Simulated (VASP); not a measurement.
# MgI2 in VASP: a series of runs, part 2 of 2

VASP 6.6.1. The steps go on from the part before.

## (3) Single point, PBE+D3(BJ)

INCAR

```
SYSTEM = MgI2
ALGO     = Normal         ! electronic algorithm
DIPOL    = 0.5 0.5 0.397
EDIFF    = 1E-6           ! SCF threshold, eV
ENCUT    = 520            ! plane-wave cutoff, eV
GGA      = PE             ! functional
IDIPOL   = 3            
ISIF     = 2              ! what is computed and relaxed
ISMEAR   = 0              ! smearing method
IVDW     = 12             ! dispersion correction
LASPH    = .TRUE.         ! aspherical terms in the spheres
LCHARG   = .FALSE.        ! write CHGCAR
LDIPOL   = .TRUE.       
LREAL    = .FALSE.        ! projectors in reciprocal space
LWAVE    = .FALSE.        ! write WAVECAR
NBANDS   = 25             ! bands
NELM     = 60             ! most SCF steps
PREC     = Accurate       ! precision mode
SIGMA    = 0.05           ! smearing width, eV
```

KPOINTS

```
k-points
0
G
  9 9 1
  0 0 0
```

POSCAR

```
MgI2
1.0
    4.1311066717      0.0000000000      0.0000000000
   -2.0655533359      3.5776433235      0.0000000000
    0.0000000000      0.0000000000     24.2265083865
I Mg
4 2
Direct
    0.3333333333      0.6666666667      0.1857469483
    0.6666666667      0.3333333333      0.3243537422
    1.0000000000      1.0000000000      0.4694369346
    1.3333333333      0.6666666667      0.6080445587
    0.0000000000      0.0000000000      0.2551192792
    0.6666666667      0.3333333333      0.5386821901
```

Potentials or basis: VASP PAW PBE potentials, release 64 (I, Mg).

Run with:

```bash
> cat potpaw_PBE.64/I/POTCAR potpaw_PBE.64/Mg/POTCAR > POTCAR
> mpirun -np 1 vasp_std > vasp.out
```

OUTCAR:

```text
SYSTEM = MgI2
   EDIFF = 1E-6
   ENCUT = 520
   GGA = PE
   ISIF = 2
   ISMEAR = 0
   IVDW = 12
   LASPH = .TRUE.
   LREAL = .FALSE.
   NELM = 60
   PREC = Accurate
 IVDW          = 12

 ion  position               nearest neighbor table
   1  0.333  0.667  0.186-   5 2.92   5 2.92   5 2.92
   2  0.667  0.333  0.324-   5 2.92   5 2.92   5 2.92
   3  0.000  0.000  0.469-   6 2.92   6 2.92   6 2.92
   4  0.333  0.667  0.608-   6 2.92   6 2.92   6 2.92
   5  0.000  0.000  0.255-   2 2.92   2 2.92   2 2.92   1 2.92   1 2.92   1 2.92
   6  0.667  0.333  0.539-   3 2.92   3 2.92   3 2.92   4 2.92   4 2.92   4 2.92

  LATTYP: Found a hexagonal cell.
 ALAT       =     4.1311066717
 C/A-ratio  =     5.8644112369

  Lattice vectors:

 A1 = (   4.1311066717,   0.0000000000,   0.0000000000)
 A2 = (  -2.0655533359,   3.5776433235,   0.0000000000)
 A3 = (   0.0000000000,   0.0000000000,  24.2265083865)

Analysis of symmetry for initial positions (statically):
=====================================================================
 Subroutine PRICEL returns:
 Original cell was already a primitive cell.

 Routine SETGRP: Setting up the symmetry group for a
 hexagonal supercell.

 Subroutine GETGRP returns: Found  6 space group operations
 (whereof  6 operations were pure point group operations)
 out of a pool of 24 trial point group operations.

The static configuration has the point symmetry C_3v.

Analysis of symmetry for dynamics (positions and initial velocities):
=====================================================================
 Subroutine PRICEL returns:
 Original cell was already a primitive cell.

 Routine SETGRP: Setting up the symmetry group for a
 hexagonal supercell.

 Subroutine GETGRP returns: Found  6 space group operations
 (whereof  6 operations were pure point group operations)
 out of a pool of 24 trial point group operations.

The dynamic configuration has the point symmetry C_3v.

 Subroutine INISYM returns: Found  6 space group operations
 (whereof  6 operations are pure point group operations),
 and found     1 'primitive' translations

----------------------------------------------------------------------------------------

                                     Primitive cell

  volume of cell :     358.0587

  direct lattice vectors                    reciprocal lattice vectors
     4.131106672  0.000000000  0.000000000     0.242065887  0.139756805  0.000000000
    -2.065553336  3.577643323  0.000000000     0.000000000  0.279513610  0.000000000
     0.000000000  0.000000000 24.226508387     0.000000000  0.000000000  0.041277100

  length of vectors
     4.131106672  4.131106672 24.226508387     0.279513610  0.279513610  0.041277100

  position of ions in fractional coordinates (direct lattice)
     0.333333333  0.666666667  0.185746948
     0.666666667  0.333333333  0.324353742
     0.000000000  0.000000000  0.469436935
     0.333333333  0.666666667  0.608044559
     0.000000000  0.000000000  0.255119279
     0.666666667  0.333333333  0.538682190

  ion indices of the primitive-cell ions
   primitive index   ion index
                 1           1
                 2           2
                 3           3
                 4           4
                 5           5
                 6           6

[... 39 lines left out ...]
  0.333333  0.333333  0.000000      2.000000
   k-points           NKPTS =     12   k-points in BZ     NKDIM =     12   number of bands    NBANDS=     25
   number of dos      NEDOS =    301   number of ions     NIONS =      6
   total plane-waves  NPLWV = 184320
   dimension x,y,z NGX =    32 NGY =   32 NGZ =  180
   dimension x,y,z NGXF=    64 NGYF=   64 NGZF=  360
   ions per type =               4   2
   NGX,Y,Z   is equivalent  to a cutoff of  12.88, 12.88, 12.35 a.u.
   NGXF,Y,Z  is equivalent  to a cutoff of  25.76, 25.76, 24.70 a.u.
 SYSTEM =  MgI2
   PREC   = accura    normal or accurate (medium, high low for compatibility)
   ISTART =      0    job   : 0-new  1-cont  2-samecut
   ICHARG =      2    charge: 1-file 2-atom 10-const
   ISPIN  =      1    spin polarized calculation?
   LNONCOLLINEAR =      F non collinear calculations
   LSORBIT =      F    spin-orbit coupling
   LASPH  =      T    aspherical Exc in radial PAW
   ENCUT  =  520.0 eV  38.22 Ry    6.18 a.u.   7.68  7.68 45.05*2*pi/ulx,y,z
   NELM   =     60;   NELMIN=  2; NELMDL= -5     # of ELM steps
   EDIFF  = 0.1E-05   stopping-criterion for ELM
   LREAL  =      F    real-space projection
   EDIFFG = 0.1E-04   stopping-criterion for IOM
   NSW    =      0    number of steps for IOM
   IBRION =     -1    ionic relax: 0-MD 1-quasi-New 2-CG
   NFREE  =      0    steps in history (QN), initial steepest desc. (CG)
   ISIF   =      2    stress and relaxation
   ISYM   =      2    0-nonsym 1-usesym 2-fastsym
   POTIM  = 0.5000    time-step for ionic-motion
   TEBEG  =    0.0;   TEEND  =   0.0 temperature during run
   PSTRESS=    0.0 pullay stress
   NELECT =      32.0000    total number of electrons
   NUPDOWN=      -1.0000    fix difference up-down
   EMIN   =  10.00;   EMAX   =-10.00  energy-range for DOS
   EFERMI =   0.00;   METHOD = LEGACY
   ISMEAR =     0;   SIGMA  =   0.05  broadening in eV -4-tet -1-fermi 0-gaus
   EFERMI_NEDOS =   21; number of points for ismear=-14 and -15
   IALGO  =     38    algorithm
   IMIX   =      4    mixing-type and parameters
     AMIX     =   0.40;   BMIX     =  1.00
     AMIX_MAG =   1.60;   BMIX_MAG =  1.00
  volume/ion in A,a.u.               =      59.68       402.72
  Fermi-wavevector in a.u.,A,eV,Ry     =   0.731936  1.383159  7.289063  0.535731
  Thomas-Fermi vector in A             =   1.824276
   LORBIT       =      0    0 simple, 1 ext, 2 COOP (PROOUT), +10 PAW based schemes
   GGA     = PE    functional components
   LHFCALC =     F    Hartree Fock is set to
   AEXX    =    0.0000 exact exchange contribution
   IVDW    =    12    specifies the selected vdW correction
   LEPSILON=     F    determine dielectric tensor
   LRPA    =     F    only Hartree local field effects (RPA)
 non-spin polarized calculation
 Gauss-broadening in eV      SIGMA  =   0.05
  energy-cutoff  :      520.00
  volume of cell :      358.06
 maximum number of plane-waves:      9709
 NGX is ok and might be reduce to    32
   NGX = 15   NGY = 15   NGZ = 91

 number of electron      32.0000002 magnetization

 dipolmoment           0.000000      0.000000     -0.000101 electrons x Angstroem

 Free energy of the ion-electron system (eV)
  ---------------------------------------------------
  ext. energy  EPLUGINS =         0.00000000
  ---------------------------------------------------
  free energy    TOTEN  =       -15.40795514 eV

  energy without entropy =      -15.40795514  energy(sigma->0) =      -15.40795514

 E-fermi :  -1.1937     XC(G=0):  -5.0606

 val. band max:       -1.4103423206   @ k =   0.0000   0.0000   0.0000
 cond. band min:       2.0889619971   @ k =   0.4444   0.0000   0.0000
 fundamental gap:      3.4993043177
 Fermi energy:        -1.1937214881

 k-point     1 :       0.0000    0.0000    0.0000
  band No.  band energies     occupation
      1     -13.4181      2.00000
      2     -13.3304      2.00000
      3     -12.8890      2.00000
      4     -12.7892      2.00000
      5      -4.7600      2.00000
      6      -4.3201      2.00000
[... 325 lines left out ...]
     24       6.5794      0.00000
     25       6.7354      0.00000

------------------------ aborting loop because EDIFF is reached ----------------------------------------

 vacuum level on the upper side and lower side of the slab       (xc-potential included)        -0.170        -0.170

 Edisp (eV)   -1.63891

 E8    (eV) :    -0.7532

  FORCE on cell =-STRESS in cart. coord.  units (eV):
  Direction    XX          YY          ZZ          XY          YZ          ZX
  --------------------------------------------------------------------------------------
  -------------------------------------------------------------------------------------
  Total      -0.13996    -0.13996    -0.08472     0.00000     0.00000     0.00000
  in kB      -0.62625    -0.62625    -0.37908     0.00000     0.00000     0.00000
  external pressure =       -0.54 kB  Pullay stress =        0.00 kB

 VOLUME and BASIS-vectors are now :
 -----------------------------------------------------------------------------
  energy-cutoff  :      520.00
  volume of cell :      358.06
      direct lattice vectors                 reciprocal lattice vectors
     4.131106672  0.000000000  0.000000000     0.242065887  0.139756805  0.000000000
    -2.065553336  3.577643323  0.000000000     0.000000000  0.279513610  0.000000000
     0.000000000  0.000000000 24.226508387     0.000000000  0.000000000  0.041277100

 POSITION                                       TOTAL-FORCE (eV/Angst)
 -----------------------------------------------------------------------------------
     -0.00000      2.38510      4.50000         0.000000      0.000000      0.010275
      2.06555      1.19255      7.85796        -0.000000     -0.000000     -0.009856
      0.00000      0.00000     11.37282        -0.000000      0.000000      0.010769
     -0.00000      2.38510     14.73080        -0.000000      0.000000     -0.009408
      0.00000      0.00000      6.18065        -0.000000      0.000000     -0.000710
      2.06555      1.19255     13.05039         0.000000     -0.000000     -0.001071
 -----------------------------------------------------------------------------------
    total drift:                                0.000000     -0.000000      0.000170

  FREE ENERGIE OF THE ION-ELECTRON SYSTEM (eV)
  ---------------------------------------------------
  free  energy   TOTEN  =       -17.0468613829 eV

  energy  without entropy=      -17.0468613829  energy(sigma->0) =      -17.04686138

 vacuum level on the upper side and lower side of the slab         4.805         4.806
```

It took 2.6 min on 1 thread of Oxide Virtual Turin-like, shared host; peak memory 0.43 GiB.

Results:

```
Free energy                : -17.0469 eV
Largest force              : 0.011 eV/Å
Band gap on the k mesh     : 3.50 eV, indirect (least direct gap 3.93 eV)
Dispersion energy per atom : -0.273 eV
```

Forces on the atoms (eV/Å):
```
I    0.000  0.000  0.010
I    0.000  0.000 -0.010
I    0.000  0.000  0.011
I    0.000  0.000 -0.009
Mg   0.000  0.000 -0.001
Mg   0.000  0.000 -0.001
```

Levels at points of the mesh, in eV from the valence-band top:
| k point | band 14 | band 15 | band 16 | band 17 | band 18 | band 19 |
| --- | --- | --- | --- | --- | --- | --- |
| (0.00, 0.00, 0.00) | -0.06 | 0.00 | 0.00 | 3.93 | 4.42 | 4.87 |

Caveat: spin-orbit coupling is left out, which moves the levels of the heavy elements.

## (4) Single point, PBE+D3(BJ)

INCAR

```
ALGO = Normal
DIPOL = 0.5 0.5 0.396
EDIFF = 1E-6
ENCUT = 520
GGA = PE
IDIPOL = 3
ISIF = 2
ISMEAR = 0
IVDW = 12
LASPH = True
LCHARG = True
LDIPOL = True
LELF = True
LREAL = False
LVACPOTAV = True
LVHAR = True
LWAVE = False
NBANDS = 25
NELM = 60
PREC = Accurate
SIGMA = 0.05
```

KPOINTS

```
k-points
0
Gamma
  9 9 1
```

POSCAR

```
MgI2
1.0
    4.1311066717      0.0000000000      0.0000000000
   -2.0655533359      3.5776433235      0.0000000000
    0.0000000000      0.0000000000     24.2265083865
I Mg
4 2
Direct
    0.3333333333      0.6666666667      0.1857469483
    0.6666666667      0.3333333333      0.3243502359
    1.3333333333      0.6666666667      0.4685037194
    1.6666666667      0.3333333333      0.6071046258
    0.0000000000      0.0000000000      0.2551255746
    1.0000000000      0.0000000000      0.5377273840
```

Run with:

```bash
> cat potpaw_PBE.64/I/POTCAR potpaw_PBE.64/Mg/POTCAR > POTCAR
> mpirun -np 1 vasp_std > vasp.out
```

Wall time 2.7 min (1 thread of Oxide Virtual Turin-like, shared host); peak memory 0.43 GiB.

Results (log left out):

```yaml
Free_energy: -17.0497 eV
Largest_force: 0.010 eV/Å
Band_gap_on_the_k_mesh: 3.62 eV, indirect (least direct gap 3.94 eV)
Dispersion_energy_per_atom: -0.274 eV
```

Forces on the atoms (eV/Å):
```
I    0.000  0.000  0.010
I    0.000  0.000 -0.010
I    0.000  0.000  0.010
I    0.000  0.000 -0.010
Mg   0.000  0.000  0.000
Mg   0.000  0.000  0.000
```

Levels at points of the mesh, in eV from the valence-band top:
```csv
k point,band 13,band 14,band 15,band 16,band 17,band 18,band 19,band 20
"(0.00, 0.00, 0.00)",-0.05,-0.05,0.00,0.00,3.94,4.42,4.90,4.94
```

Caveat: spin-orbit coupling is left out, which moves the levels of the heavy elements.
